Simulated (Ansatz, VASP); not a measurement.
Hg in VASP and in Ansatz

```
Hg
1.0
     1.71839    0.99211    2.21901
    -1.71839    0.99211    2.21901
     0.00000   -1.98423    2.21901
Hg
1
Direct
  0.00000 0.00000 0.00000
```

Change from the starting cell: volume scaled by 0.98.

Alike in both runs: task single point; functional PBE; k mesh 12 × 12 × 12; occupations fermi-dirac, width 0.03 eV; no spin polarisation.

|  | VASP | Ansatz |
| --- | --- | --- |
| version | VASP 6.6.1 | Ansatz 0.2.0 |
| potentials or method | VASP PAW PBE potentials, release 64 (Hg), cutoff 520 eV | all-electron LAPW, scalar-relativistic |

VASP gave:

* pressure (GPa): 7.8
* traceless stress, the component that is largest in VASP (GPa): 1.24

Q: Which values does Ansatz return?

A: Pressure (GPa): 7.3; traceless stress, the component that is largest in VASP (GPa): 1.04.

Ansatz ran all-electron here, and VASP with PAW potentials.

Neither program's run includes spin-orbit coupling.
